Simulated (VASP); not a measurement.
# PbS (Fm-3m) in VASP: a series of runs, part 2 of 2

VASP 6.6.1.

**5. Relaxation of the atoms, r2SCAN**

This run uses another cell than the first one, of 27.74 Å³/atom.

Input file POSCAR:

```
PbS
1.0
    0.0000000000      3.0272161200      3.0272161200
    3.0272161200      0.0000000000      3.0272161200
    3.0272161200      3.0272161200      0.0000000000
Pb S
1 1
Direct
    0.0000000000      0.0000000000      0.0000000000
    0.5000000000      0.5000000000      0.5000000000
```

Input file INCAR.step1:

```
  PREC = Accurate
  ENCUT = 520
  ISMEAR = -1
  SIGMA = 0.02
  LREAL = F
  LASPH = T
  NELM = 60
  GGA = PE
  ALGO = Normal
  EDIFF = 1E-4
  LWAVE = T
  LCHARG = F
```

Input file INCAR.step2:

```
  PREC = Accurate
  ENCUT = 520
  EDIFF = 1E-7
  ISMEAR = -1
  SIGMA = 0.02
  LREAL = F
  LASPH = T
  NELM = 60
  ALGO = Normal
  ISIF = 2
  LWAVE = F
  LCHARG = F
  METAGGA = R2SCAN
  LMIXTAU = T
  IBRION = 2
  NSW = 50
  EDIFFG = -0.01
  ISTART = 1
```

Input file KPOINTS:

```
regular mesh
0
Gamma
  8 8 8
```

Started as:

```sh
$ cat potpaw_PBE.64/Pb_d/POTCAR potpaw_PBE.64/S/POTCAR > POTCAR
$ cp INCAR.step1 INCAR
$ mpirun -np 1 vasp_std > vasp.out
$ cp INCAR.step2 INCAR
$ mpirun -np 1 vasp_std > vasp.out
```

Wall time 1.8 min (1 thread of Oxide Virtual Turin-like, shared host); peak memory 0.16 GiB.

The run converged. Its results:

* Free energy: -65.5979 eV
* Pressure after relaxing: -2.1 GPa
* Band gap on the k mesh: 0.84 eV

Final structure:
```xyz
2
Lattice="0.0000 3.0272 3.0272 3.0272 0.0000 3.0272 3.0272 3.0272 0.0000" Properties=species:S:1:pos:R:3 pbc="T T T"
Pb    0.0000    0.0000    0.0000
S     3.0272    3.0272    3.0272
```

Levels at points of the mesh, in eV from the valence-band top:
```tsv
k point	band 6	band 7	band 8	band 9	band 10	band 11	band 12	band 13	band 14
(0.00, 0.00, 0.00)	-13.60	-6.16	-1.95	-1.95	-1.95	5.43	5.43	5.43	7.35
(0.50, 0.00, 0.00)	-12.49	-8.69	-1.60	-1.60	0.00	0.84	2.38	2.38	9.13
(0.50, 0.50, 0.00)	-12.13	-7.22	-4.79	-3.14	-3.14	4.47	5.85	5.91	5.91
```

Caveat: the relaxation stopped at its first step, so nothing moved; the PAW data sets were made with another functional, which shifts forces and pressure a little; spin-orbit coupling is left out, which moves the levels of the heavy elements. A k mesh can miss the band edges.

**6. Relaxation of the atoms, r2SCAN**

This run uses another cell than the first one, of 28.28 Å³/atom.

Input file POSCAR:

```
PbS
1.0
    0.0000000000      3.0464982800      3.0464982800
    3.0464982800      0.0000000000      3.0464982800
    3.0464982800      3.0464982800      0.0000000000
Pb S
1 1
Direct
    0.0000000000      0.0000000000      0.0000000000
    0.5000000000      0.5000000000      0.5000000000
```

Input file INCAR.step1:

```
SYSTEM = PbS
PREC = Accurate
ENCUT = 520
ISMEAR = -1
SIGMA = 0.02
LREAL = .FALSE.
LASPH = .TRUE.
NELM = 80
GGA = PE
ALGO = Normal
EDIFF = 1E-4
LWAVE = .TRUE.
LCHARG = .FALSE.
```

Input file INCAR.step2:

```
SYSTEM = PbS
PREC = Accurate
ENCUT = 520
EDIFF = 1E-6
ISMEAR = -1
SIGMA = 0.02
LREAL = .FALSE.
LASPH = .TRUE.
NELM = 80
ALGO = Normal
ISIF = 2
LWAVE = .FALSE.
LCHARG = .FALSE.
METAGGA = R2SCAN
LMIXTAU = .TRUE.
IBRION = 2
NSW = 50
EDIFFG = -0.01
ISTART = 1
```

Input file KPOINTS:

```
Automatic mesh
0
G
  8 8 8
  0 0 0
```

Potentials or basis: VASP PAW PBE potentials, release 64 (Pb_d, S).

Started as:

```sh
$ cat potpaw_PBE.64/Pb_d/POTCAR potpaw_PBE.64/S/POTCAR > POTCAR
$ cp INCAR.step1 INCAR
$ mpirun -np 1 vasp_std > vasp.out
$ cp INCAR.step2 INCAR
$ mpirun -np 1 vasp_std > vasp.out
```

OUTCAR:

```text
SYSTEM = PbS
   PREC = Accurate
   ENCUT = 520
   EDIFF = 1E-6
   ISMEAR = -1
   LREAL = .FALSE.
   LASPH = .TRUE.
   NELM = 80
   ISIF = 2
   METAGGA = R2SCAN
   IBRION = 2
   NSW = 50
   EDIFFG = -0.01
   ISTART = 1

 ion  position               nearest neighbor table
   1  0.000  0.000  0.000-   2 3.05   2 3.05   2 3.05   2 3.05   2 3.05   2 3.05
   2  0.500  0.500  0.500-   1 3.05   1 3.05   1 3.05   1 3.05   1 3.05   1 3.05

  LATTYP: Found a face centered cubic cell.
 ALAT       =     6.0929965600

  Lattice vectors:

 A1 = (   0.0000000000,   3.0464982800,   3.0464982800)
 A2 = (   3.0464982800,   0.0000000000,   3.0464982800)
 A3 = (   3.0464982800,   3.0464982800,   0.0000000000)

Analysis of symmetry for initial positions (statically):
=====================================================================
 Subroutine PRICEL returns:
 Original cell was already a primitive cell.

 Routine SETGRP: Setting up the symmetry group for a
 face centered cubic supercell.

 Subroutine GETGRP returns: Found 48 space group operations
 (whereof 48 operations were pure point group operations)
 out of a pool of 48 trial point group operations.

The static configuration has the point symmetry O_h .

Analysis of symmetry for dynamics (positions and initial velocities):
=====================================================================
 Subroutine PRICEL returns:
 Original cell was already a primitive cell.

 Routine SETGRP: Setting up the symmetry group for a
 face centered cubic supercell.

 Subroutine GETGRP returns: Found 48 space group operations
 (whereof 48 operations were pure point group operations)
 out of a pool of 48 trial point group operations.

The dynamic configuration has the point symmetry O_h .

 Subroutine INISYM returns: Found 48 space group operations
 (whereof 48 operations are pure point group operations),
 and found     1 'primitive' translations
[... 122 lines left out ...]
   AEXX    =    0.0000 exact exchange contribution
   IVDW    =     0    specifies the selected vdW correction
   LEPSILON=     F    determine dielectric tensor
   LRPA    =     F    only Hartree local field effects (RPA)
 conjugate gradient relaxation of ions
 non-spin polarized calculation
  energy-cutoff  :      520.00
  volume of cell :       56.55
 maximum number of plane-waves:      1540
   NGX = 17   NGY = 17   NGZ = 17

 number of electron      20.0000004 magnetization

 Free energy of the ion-electron system (eV)
  ---------------------------------------------------
  ext. energy  EPLUGINS =         0.00000000
  ---------------------------------------------------
  free energy    TOTEN  =       -65.58100813 eV

  energy without entropy =      -65.58100813  energy(sigma->0) =      -65.58100813

 E-fermi :   5.0356     XC(G=0):  -9.8533

 val. band max:        4.5905050662   @ k =   0.5000   0.0000   0.0000
 cond. band min:       5.4862332854   @ k =   0.5000   0.0000   0.0000
 fundamental gap:      0.8957282193
 Fermi energy:         5.0355795454

 k-point     1 :       0.0000    0.0000    0.0000
  band No.  band energies     occupation
      1     -12.6714      2.00000
      2     -12.6714      2.00000
      3     -12.6714      2.00000
      4     -12.6529      2.00000
      5     -12.6529      2.00000
      6      -8.8262      2.00000
      7      -1.5898      2.00000
      8       2.7464      2.00000
      9       2.7464      2.00000
     10       2.7464      2.00000
     11       9.9804      0.00000
     12       9.9804      0.00000
     13       9.9804      0.00000
     14      12.0026      0.00000
[... 377 lines left out ...]
      1     -12.7036      2.00000
      2     -12.6683      2.00000
      3     -12.6575      2.00000
      4     -12.6495      2.00000
      5     -12.6342      2.00000
      6      -7.5869      2.00000
      7      -3.6566      2.00000
      8       1.5966      2.00000
      9       1.9677      2.00000
     10       3.7578      2.00000
     11       6.6071      0.00000
     12       8.3381      0.00000
     13       8.9023      0.00000
     14      13.0989      0.00000

 [... further k-points ...]

------------------------ aborting loop because EDIFF is reached ----------------------------------------

  FORCE on cell =-STRESS in cart. coord.  units (eV):
  Direction    XX          YY          ZZ          XY          YZ          ZX
  --------------------------------------------------------------------------------------
  -------------------------------------------------------------------------------------
  Total       -1.0711608     -1.0711608     -1.0711608     -0.0000000     -0.0000000      0.0000000
  in kB      -30.3481654    -30.3481654    -30.3481654     -0.0000000     -0.0000000      0.0000000
  external PRESSURE =     -30.3481654 kB  Pullay stress =       0.0000000 kB

 VOLUME and BASIS-vectors are now :
 -----------------------------------------------------------------------------
  energy-cutoff  :      520.00
  volume of cell :       56.55
      direct lattice vectors                 reciprocal lattice vectors
     0.000000000  3.046498280  3.046498280    -0.164122856  0.164122856  0.164122856
     3.046498280  0.000000000  3.046498280     0.164122856 -0.164122856  0.164122856
     3.046498280  3.046498280  0.000000000     0.164122856  0.164122856 -0.164122856

 POSITION                                       TOTAL-FORCE (eV/Angst)
 -----------------------------------------------------------------------------------
      0.00000      0.00000      0.00000         0.000000     -0.000000      0.000000
      3.04650      3.04650      3.04650        -0.000000      0.000000     -0.000000
 -----------------------------------------------------------------------------------
    total drift:                                0.000000     -0.000000     -0.000000

  FREE ENERGIE OF THE ION-ELECTRON SYSTEM (eV)
  ---------------------------------------------------
  free  energy   TOTEN  =       -65.5810081279 eV

  energy  without entropy=      -65.5810081279  energy(sigma->0) =      -65.58100813

 reached required accuracy - stopping structural energy minimisation
```

OUTCAR.step1:

```text
SYSTEM = PbS
   PREC = Accurate
   ENCUT = 520
   ISMEAR = -1
   LREAL = .FALSE.
   LASPH = .TRUE.
[... 628 lines left out ...]
      0.00000      0.00000      0.00000        -0.000000      0.000000      0.000000
      3.04650      3.04650      3.04650         0.000000     -0.000000     -0.000000
 -----------------------------------------------------------------------------------
    total drift:                                0.000000     -0.000000     -0.000000

  FREE ENERGIE OF THE ION-ELECTRON SYSTEM (eV)
  ---------------------------------------------------
  free  energy   TOTEN  =        -8.7547587864 eV

  energy  without entropy=       -8.7547587847  energy(sigma->0) =       -8.75475879
```

It took 2.1 min on 1 thread of Oxide Virtual Turin-like, shared host; peak memory 0.16 GiB.

Results:

* Free energy: -65.5810 eV
* Pressure after relaxing: -3.0 GPa
* Band gap on the k mesh: 0.90 eV

Final structure:
```cif
data_structure
_symmetry_space_group_name_H-M 'P 1'
_symmetry_Int_Tables_number 1
_cell_length_a 4.3084
_cell_length_b 4.3084
_cell_length_c 4.3084
_cell_angle_alpha 60.000
_cell_angle_beta 60.000
_cell_angle_gamma 60.000
_cell_volume 56.55
loop_
_atom_site_label
_atom_site_type_symbol
_atom_site_fract_x
_atom_site_fract_y
_atom_site_fract_z
_atom_site_occupancy
Pb1 Pb 0.00000 0.00000 0.00000 1
S1 S 0.50000 0.50000 0.50000 1
```

Caveat: the relaxation stopped at its first step, so nothing moved; the PAW data sets were made with another functional, which shifts forces and pressure a little; spin-orbit coupling is left out, which moves the levels of the heavy elements. A k mesh can miss the band edges.

**7. Overview**

```tsv
cell	gap on the mesh (eV)	pressure (GPa)
atoms relaxed from a = 4.139 Å, angles 60.0°, 2 atoms	0.46	4.0
atoms relaxed from a = 4.168 Å, angles 60.0°, 2 atoms	0.55	2.5
atoms relaxed from a = 4.197 Å, angles 60.0°, 2 atoms	0.63	1.2
atoms relaxed from a = 4.281 Å, angles 60.0°, 2 atoms	0.84	-2.1
atoms relaxed from a = 4.308 Å, angles 60.0°, 2 atoms	0.90	-3.0
```

Alike in all rows: task relaxation of the atoms; level r2SCAN; potentials or basis VASP PAW PBE potentials, release 64 (Pb_d, S); no spin polarisation; k mesh 8 × 8 × 8; cutoff (eV) 520; smearing fermi-dirac 0.02 eV.

Caveats: the relaxation stopped at its first step, so nothing moved; the PAW data sets were made with another functional, which shifts forces and pressure a little; spin-orbit coupling is left out, which moves the levels of the heavy elements.

Total energies depend on the potentials used, so only differences within one code and one set of settings carry meaning.
